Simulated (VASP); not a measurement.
# Pd (P6_3/mmc) in VASP: further runs

The runs below take Pd through single point, with RPBE.

All numbers are computed with VASP 6.6.1; they aren't measurements. Logs are shortened: lines on timing, memory, paths and dates and some standing lists are left out, and cuts for length are marked.

## 1. The cell of the first run

It takes space group P6_3/mmc (No. 194, hexagonal). Conventional cell: a = 2.768 Å, b = 2.768 Å, c = 9.154 Å, α = 90.00°, β = 90.00°, γ = 120.00°. Pd (site symmetry -3m) has 12 Pd at 2.77 to 2.79 Å within 3.6 Å. Pd (site symmetry -6m2) has 12 Pd at 2.77 to 2.79 Å within 3.6 Å.

This isn't the form of Pd at room conditions, which is fcc.

## 2. Single point, RPBE, collinear spin (15.18 Å³/atom)

Contents of INCAR:

```
PREC = Accurate
ENCUT = 520
EDIFF = 1E-7
ISMEAR = -1
SIGMA = 0.05
LREAL = False
LASPH = True
NELM = 150
ALGO = Normal
ISIF = 2
LWAVE = False
LCHARG = False
ISPIN = 2
MAGMOM = 0.387 0.387 0.395 0.395
LORBIT = 11
LMAXMIX = 4
GGA = RP
NBANDS = 32
```

Contents of KPOINTS:

```
Automatic mesh
0
Gamma
  14 14 4
```

Contents of POSCAR:

```
Pd
1.0
    2.7675911103      0.0000000000      0.0000000000
   -1.3837955552      2.3968042088      0.0000000000
    0.0000000000      0.0000000000      9.1540537644
Pd
4
Direct
    1.0000000000      1.0000000000      0.0000000000
    1.0000000000      1.0000000000      0.5000000000
    0.3333333333      0.6666666667      0.2500000000
    0.6666666667      0.3333333333      0.7500000000
```

Potentials or basis: VASP PAW PBE potentials, release 64 (Pd).

Run with:

```console
$ cat potpaw_PBE.64/Pd/POTCAR > POTCAR
$ mpirun -np 1 vasp_std > vasp.out
```

OUTCAR:

```text
PREC = Accurate
   ENCUT = 520
   EDIFF = 1E-7
   ISMEAR = -1
   LREAL = False
   LASPH = True
   NELM = 150
   ISIF = 2
   ISPIN = 2
   LORBIT = 11
   GGA = RP

 ion  position               nearest neighbor table
   1  0.000  0.000  0.000-   3 2.79   4 2.79   4 2.79   3 2.79   4 2.79   3 2.79
   2  0.000  0.000  0.500-   3 2.79   4 2.79   4 2.79   3 2.79   4 2.79   3 2.79
   3  0.333  0.667  0.250-   1 2.79   2 2.79   1 2.79   2 2.79   1 2.79   2 2.79
   4  0.667  0.333  0.750-   1 2.79   2 2.79   1 2.79   2 2.79   1 2.79   2 2.79

  LATTYP: Found a hexagonal cell.
 ALAT       =     2.7675911103
 C/A-ratio  =     3.3075889463

  Lattice vectors:

 A1 = (   2.7675911103,   0.0000000000,   0.0000000000)
 A2 = (  -1.3837955552,   2.3968042088,   0.0000000000)
 A3 = (   0.0000000000,   0.0000000000,   9.1540537644)

Analysis of symmetry for initial positions (statically):
=====================================================================
 Subroutine PRICEL returns:
 Original cell was already a primitive cell.

 Routine SETGRP: Setting up the symmetry group for a
 hexagonal supercell.

 Subroutine GETGRP returns: Found 24 space group operations
 (whereof 12 operations were pure point group operations)
 out of a pool of 24 trial point group operations.

The static configuration has the point symmetry D_3d.
 The point group associated with its full space group is D_6h.

Analysis of symmetry for dynamics (positions and initial velocities):
=====================================================================
 Subroutine PRICEL returns:
 Original cell was already a primitive cell.

 Routine SETGRP: Setting up the symmetry group for a
 hexagonal supercell.

 Subroutine GETGRP returns: Found 24 space group operations
 (whereof 12 operations were pure point group operations)
 out of a pool of 24 trial point group operations.

The dynamic configuration has the point symmetry D_3d.
 The point group associated with its full space group is D_6h.

Analysis of structural, dynamic, and magnetic symmetry:
=====================================================================
 Subroutine PRICEL returns:
 Original cell was already a primitive cell.

 Routine SETGRP: Setting up the symmetry group for a
 hexagonal supercell.

 Subroutine GETGRP returns: Found 24 space group operations
 (whereof 12 operations were pure point group operations)
 out of a pool of 24 trial point group operations.

The overall configuration has the point symmetry D_3d.
 The point group associated with its full space group is D_6h.

 Subroutine INISYM returns: Found 24 space group operations
[... 129 lines left out ...]
   IVDW    =     0    specifies the selected vdW correction
   LEPSILON=     F    determine dielectric tensor
   LRPA    =     F    only Hartree local field effects (RPA)
 spin polarized calculation
  energy-cutoff  :      520.00
  volume of cell :       60.72
 maximum number of plane-waves:      1666
 NGX is ok and might be reduce to    24
   NGX = 11   NGY = 11   NGZ = 35

 number of electron      40.0000014 magnetization       1.4483563

 Free energy of the ion-electron system (eV)
  ---------------------------------------------------
  ext. energy  EPLUGINS =         0.00000000
  ---------------------------------------------------
  free energy    TOTEN  =       -18.44768603 eV

  energy without entropy =      -18.38528049  energy(sigma->0) =      -18.41648326

 E-fermi :   9.4408     XC(G=0): -12.8973

 val. band max:        9.4392584790   @ k =   0.2857   0.0714   0.0000
 cond. band min:       9.4428956049   @ k =   0.4286   0.0714   0.0000
 fundamental gap:      0.0036371259
 Fermi energy:         9.4408251469

 spin component 1

 k-point     1 :       0.0000    0.0000    0.0000
  band No.  band energies     occupation
      1       2.5333      1.00000
      2       4.1153      1.00000
      3       4.1246      1.00000
      4       4.2551      1.00000
      5       6.4941      1.00000
      6       6.5533      1.00000
[... 829 lines left out ...]
     31      22.2668      0.00000
     32      22.5969      0.00000

 [... further k-points ...]

 spin component 2

 k-point     1 :       0.0000    0.0000    0.0000
  band No.  band energies     occupation
      1       2.5412      1.00000
      2       4.1841      1.00000
      3       4.1892      1.00000
      4       4.4461      1.00000
      5       6.7601      1.00000
      6       6.7843      1.00000
[... 829 lines left out ...]
     31      22.3243      0.00000
     32      22.6811      0.00000

 [... further k-points ...]

------------------------ aborting loop because EDIFF is reached ----------------------------------------

  FORCE on cell =-STRESS in cart. coord.  units (eV):
  Direction    XX          YY          ZZ          XY          YZ          ZX
  --------------------------------------------------------------------------------------
  -------------------------------------------------------------------------------------
  Total        2.6848207      2.6848207      2.2502453     -0.0000000     -0.0000000      0.0000000
  in kB       70.8398983     70.8398983     59.3734785     -0.0000000     -0.0000000      0.0000000
  external PRESSURE =      67.0177584 kB  Pullay stress =       0.0000000 kB

 VOLUME and BASIS-vectors are now :
 -----------------------------------------------------------------------------
  energy-cutoff  :      520.00
  volume of cell :       60.72
      direct lattice vectors                 reciprocal lattice vectors
     2.767591110  0.000000000  0.000000000     0.361325051  0.208611116  0.000000000
    -1.383795555  2.396804209  0.000000000     0.000000000  0.417222231  0.000000000
     0.000000000  0.000000000  9.154053764     0.000000000  0.000000000  0.109241220

 POSITION                                       TOTAL-FORCE (eV/Angst)
 -----------------------------------------------------------------------------------
      0.00000      0.00000      0.00000         0.000000      0.000000      0.000000
      0.00000      0.00000      4.57703         0.000000      0.000000      0.000000
     -0.00000      1.59787      2.28851        -0.000000      0.000000      0.000000
      1.38380      0.79893      6.86554         0.000000     -0.000000     -0.000000
 -----------------------------------------------------------------------------------
    total drift:                               -0.000000      0.000000      0.000000

  FREE ENERGIE OF THE ION-ELECTRON SYSTEM (eV)
  ---------------------------------------------------
  free  energy   TOTEN  =       -18.4476860279 eV

  energy  without entropy=      -18.3852804878  energy(sigma->0) =      -18.41648326

 total charge

# of ion       s       p       d       tot
------------------------------------------
    1        0.480   0.445   8.467   9.391
    2        0.480   0.445   8.467   9.391
    3        0.480   0.447   8.464   9.390
    4        0.480   0.447   8.464   9.390
--------------------------------------------------
tot          1.919   1.784  33.860  37.563

 magnetization (x)

# of ion       s       p       d       tot
------------------------------------------
    1       -0.002  -0.009   0.370   0.360
    2       -0.002  -0.009   0.370   0.360
    3       -0.002  -0.009   0.378   0.367
    4       -0.002  -0.009   0.378   0.367
--------------------------------------------------
tot         -0.009  -0.034   1.497   1.454
```

stdout:

```text
POSCAR found type information on POSCAR Pd
 POSCAR found :  1 types and       4 ions
 scaLAPACK will be used
 -----------------------------------------------------------------------------
|                                                                             |
|                                                                             |
|     You enforced a specific xc type in the INCAR file but a different       |
|     I HOPE YOU KNOW WHAT YOU ARE DOING!                                     |
|                                                                             |
 -----------------------------------------------------------------------------

 LDA part: xc-table for (Slater+PW92), standard interpolation
 POSCAR, INCAR and KPOINTS ok, starting setup
 FFT: planning ... GRIDC
 FFT: planning ... GRID_SOFT
 FFT: planning ... GRID
 WAVECAR not read
 entering main loop
```

It took 2.4 min on 1 thread of Intel Xeon 6975P-C (Granite Rapids), shared host; peak memory 0.35 GiB.

What came out:

```
Free energy                                           : -18.4477 eV
Pressure                                              : 6.7 GPa
Net moment                                            : 1.45 μB per cell
Site moments                                          : Pd +0.36, +0.37 (each value once) μB
Valence electrons inside the program's atomic spheres : Pd 9.39
```

Caveat: the cell stands under pressure; the PAW data sets were made with another functional, which shifts forces and pressure a little.

(Part 1 of 2 ends here.)
